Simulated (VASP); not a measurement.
# Pb (Fm-3m) in VASP: a series of runs, part 2 of 2

VASP 6.6.1.

## 3. Single point, LDA (volume scaled by 0.9405)

INCAR

```
SYSTEM = Pb
PREC = Accurate
ENCUT = 520
EDIFF = 1E-6
ISMEAR = -1
SIGMA = 0.05
LREAL = .False.
LASPH = .True.
NELM = 80
ALGO = Normal
ISIF = 2
LWAVE = .False.
LCHARG = .True.
LELF = .True.
LVHAR = .True.
NBANDS = 13
```

KPOINTS

```
Automatic mesh
0
Gamma
  13 13 13
  0 0 0
```

POSCAR

```
Pb
1.0
    0.0000000000      2.4442603173      2.4442603173
    2.4442603173      0.0000000000      2.4442603173
    2.4442603173      2.4442603173      0.0000000000
Pb
1
Direct
    0.0000000000      0.0000000000      0.0000000000
```

Potentials or basis: VASP PAW LDA potentials, release 64 (Pb_d).

On the command line:

```bash
> cat potpaw_LDA.64/Pb_d/POTCAR > POTCAR
> mpirun -np 1 vasp_std > vasp.out
```

OUTCAR:

```text
SYSTEM = Pb
   PREC = Accurate
   ENCUT = 520
   EDIFF = 1E-6
   ISMEAR = -1
   LREAL = .False.
   LASPH = .True.
   NELM = 80
   ISIF = 2

 ion  position               nearest neighbor table
   1  0.000  0.000  0.000-

  LATTYP: Found a face centered cubic cell.
 ALAT       =     4.8885206346

  Lattice vectors:

 A1 = (   0.0000000000,   2.4442603173,   2.4442603173)
 A2 = (   2.4442603173,   0.0000000000,   2.4442603173)
 A3 = (   2.4442603173,   2.4442603173,   0.0000000000)

Analysis of symmetry for initial positions (statically):
=====================================================================
 Subroutine PRICEL returns:
 Original cell was already a primitive cell.

 Routine SETGRP: Setting up the symmetry group for a
 face centered cubic supercell.

 Subroutine GETGRP returns: Found 48 space group operations
 (whereof 48 operations were pure point group operations)
 out of a pool of 48 trial point group operations.

The static configuration has the point symmetry O_h .

Analysis of symmetry for dynamics (positions and initial velocities):
=====================================================================
 Subroutine PRICEL returns:
 Original cell was already a primitive cell.

 Routine SETGRP: Setting up the symmetry group for a
 face centered cubic supercell.

 Subroutine GETGRP returns: Found 48 space group operations
 (whereof 48 operations were pure point group operations)
 out of a pool of 48 trial point group operations.

The dynamic configuration has the point symmetry O_h .

 Subroutine INISYM returns: Found 48 space group operations
 (whereof 48 operations are pure point group operations),
 and found     1 'primitive' translations

----------------------------------------------------------------------------------------

                                     Primitive cell

  volume of cell :      29.2060

  direct lattice vectors                    reciprocal lattice vectors
     0.000000000  2.444260317  2.444260317    -0.204560863  0.204560863  0.204560863
     2.444260317  0.000000000  2.444260317     0.204560863 -0.204560863  0.204560863
     2.444260317  2.444260317  0.000000000     0.204560863  0.204560863 -0.204560863

  length of vectors
[... 112 lines left out ...]
  energy-cutoff  :      520.00
  volume of cell :       29.21
 maximum number of plane-waves:       801
 NGX is ok and might be reduce to    28
   NGX = 13   NGY = 13   NGZ = 13

 number of electron      13.9999999 magnetization

 Free energy of the ion-electron system (eV)
  ---------------------------------------------------
  ext. energy  EPLUGINS =         0.00000000
  ---------------------------------------------------
  free energy    TOTEN  =        -4.25388242 eV

  energy without entropy =       -4.24908174  energy(sigma->0) =       -4.25148208

 E-fermi :   7.5282     XC(G=0): -10.6355

 val. band max:        7.5229873445   @ k =  -0.2308   0.1538   0.0000
 cond. band min:       7.5901028484   @ k =  -0.3846   0.4615   0.0769
 fundamental gap:      0.0671155038
 Fermi energy:         7.5282117109

 k-point     1 :       0.0000    0.0000    0.0000
  band No.  band energies     occupation
      1      -9.6004      2.00000
      2      -9.6004      2.00000
      3      -9.6004      2.00000
      4      -9.4408      2.00000
      5      -9.4408      2.00000
      6      -4.5879      2.00000
      7      15.0860      0.00000
      8      15.0860      0.00000
      9      15.0860      0.00000
     10      17.2857      0.00000
     11      19.3880      0.00000
     12      20.2343      0.00000
     13      20.2343      0.00000
[... 354 lines left out ...]
  band No.  band energies     occupation
      1      -9.6411      2.00000
      2      -9.5631      2.00000
      3      -9.5186      2.00000
      4      -9.3779      2.00000
      5      -9.2865      2.00000
      6      -1.0620      2.00000
      7       4.4785      2.00000
      8      10.7958      0.00000
      9      11.8902      0.00000
     10      15.2812      0.00000
     11      20.0237      0.00000
     12      20.8611      0.00000
     13      21.4598      0.00000

 [... further k-points ...]

------------------------ aborting loop because EDIFF is reached ----------------------------------------

  FORCE on cell =-STRESS in cart. coord.  units (eV):
  Direction    XX          YY          ZZ          XY          YZ          ZX
  --------------------------------------------------------------------------------------
  -------------------------------------------------------------------------------------
  Total       -0.0437188     -0.0437188     -0.0437188     -0.0000000      0.0000000      0.0000000
  in kB       -2.3983150     -2.3983150     -2.3983150     -0.0000000      0.0000000      0.0000000
  external PRESSURE =      -2.3983150 kB  Pullay stress =       0.0000000 kB

 VOLUME and BASIS-vectors are now :
 -----------------------------------------------------------------------------
  energy-cutoff  :      520.00
  volume of cell :       29.21
      direct lattice vectors                 reciprocal lattice vectors
     0.000000000  2.444260317  2.444260317    -0.204560863  0.204560863  0.204560863
     2.444260317  0.000000000  2.444260317     0.204560863 -0.204560863  0.204560863
     2.444260317  2.444260317  0.000000000     0.204560863  0.204560863 -0.204560863

 POSITION                                       TOTAL-FORCE (eV/Angst)
 -----------------------------------------------------------------------------------
      0.00000      0.00000      0.00000         0.000000      0.000000      0.000000
 -----------------------------------------------------------------------------------
    total drift:                               -0.000000     -0.000000     -0.000000

  FREE ENERGIE OF THE ION-ELECTRON SYSTEM (eV)
  ---------------------------------------------------
  free  energy   TOTEN  =        -4.2538824245 eV

  energy  without entropy=       -4.2490817398  energy(sigma->0) =       -4.25148208
```

It took 21 s on 1 thread of Intel Xeon 6975P-C, shared host; peak memory 0.16 GiB.

Results:

```
Free energy            : -4.2539 eV
Pressure               : -0.2 GPa
Band gap on the k mesh : zero (band 7 reaches 15.09 eV, above the bottom of band 8 at 5.70 eV)
```

Levels at points of the mesh, in eV from the Fermi level:
```
           k point  band 5  band 6  band 7  band 8  band 9  band 10
(0.00, 0.00, 0.00)  -16.97  -12.12    7.56    7.56    7.56     9.76
```

Caveat: spin-orbit coupling is left out, which moves the levels of the heavy elements.

## 4. Single point, LDA (volume scaled by 0.97)

INCAR

```
SYSTEM = Pb
PREC     = Accurate       ! precision mode
ENCUT    = 520            ! plane-wave cutoff, eV
EDIFF    = 1E-6           ! SCF threshold, eV
ISMEAR   = -1             ! smearing method
SIGMA    = 0.05           ! smearing width, eV
LREAL    = .False.        ! projectors in reciprocal space
LASPH    = .True.         ! aspherical terms in the spheres
NELM     = 80             ! most SCF steps
ALGO     = Normal         ! electronic algorithm
ISIF     = 2              ! what is computed and relaxed
LWAVE    = .False.        ! write WAVECAR
LCHARG   = .False.        ! write CHGCAR
GGA      = CA             ! functional
NBANDS   = 13             ! bands
```

KPOINTS

```
regular mesh
0
Gamma
  13 13 13
  0 0 0
```

POSCAR

```
Pb
1.0
    0.0000000000      2.4695534776      2.4695534776
    2.4695534776      0.0000000000      2.4695534776
    2.4695534776      2.4695534776      0.0000000000
Pb
1
Direct
    0.0000000000      0.0000000000      0.0000000000
```

On the command line:

```bash
> cat potpaw_LDA.64/Pb_d/POTCAR > POTCAR
> mpirun -np 1 vasp_std > vasp.out
```

Wall time 19 s (1 thread of Intel Xeon 6975P-C, shared host); peak memory 0.16 GiB.

It converged, with:

* Free energy: -4.2488 eV
* Pressure: -1.7 GPa
* Band gap on the k mesh: zero (band 7 reaches 14.48 eV, above the bottom of band 8 at 5.41 eV)

Levels at points of the mesh, in eV from the Fermi level:
```tsv
k point	band 3	band 4	band 5	band 6	band 7	band 8	band 9	band 10	band 11	band 12
(0.00, 0.00, 0.00)	-17.09	-16.94	-16.94	-11.89	7.32	7.32	7.32	9.76	11.48	12.49
```

Caveat: spin-orbit coupling is left out, which moves the levels of the heavy elements.

## 5. Summary

```tsv
spin	cell	gap on the mesh (eV)	pressure (GPa)
non-collinear, zero start, SOC	a = 3.528 Å, angles 60.0°, 1 atom	-	-2.7
off	a = 3.457 Å, angles 60.0°, 1 atom	none	-0.2
off	a = 3.492 Å, angles 60.0°, 1 atom	none	-1.7
```

Alike in all rows: task single point; level LDA; potentials or basis VASP PAW LDA potentials, release 64 (Pb_d); k mesh 13 × 13 × 13; cutoff (eV) 520; smearing fermi-dirac 0.05 eV.

Caveats: spin-orbit coupling is left out, which moves the levels of the heavy elements (some runs).

Total energies depend on the potentials used, so only differences within one code and one set of settings carry meaning.
